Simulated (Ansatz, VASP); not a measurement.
# One calculation of Ga4SbN3, two programs

```
N Ga Sb
1.0
     4.93623    0.00000    0.00000
     0.00000    4.93623    0.00000
     0.00000    0.00000    4.93623
N Ga Sb
3 4 1
Direct
  0.50000 0.00000 0.00000
  0.00000 0.50000 0.00000
  0.00000 0.00000 0.50000
  0.21746 0.78254 0.78254
  0.78254 0.21746 0.78254
  0.78254 0.78254 0.21746
  0.21746 0.21746 0.21746
  0.50000 0.50000 0.50000
```

Alike in both runs: task single point; functional r2SCAN; k mesh 6 × 6 × 6; occupations fermi-dirac, width 0.02 eV; no spin polarisation.

```csv
,VASP,Ansatz
version,VASP 6.6.1,Ansatz 0.2.0
potentials or method,"VASP PAW PBE potentials, release 64 (N, Ga_d, Sb)","plane waves, PAW"
plane-wave cutoff (eV),520,500
valence electrons in the cell,72,82
```

VASP gave:

```
pressure (GPa)                     : 0.5
rms of the force components (eV/Å) : 0.003
```

Estimate Ansatz's values.

pressure (GPa): 0.0; rms of the force components (eV/Å): 0.000.

VASP's potentials were made for PBE, not for r2SCAN. VASP's potentials hold 72 valence electrons a cell and Ansatz's 82, so a difference there can come from the potentials and not from the codes.

Neither program's run includes spin-orbit coupling.
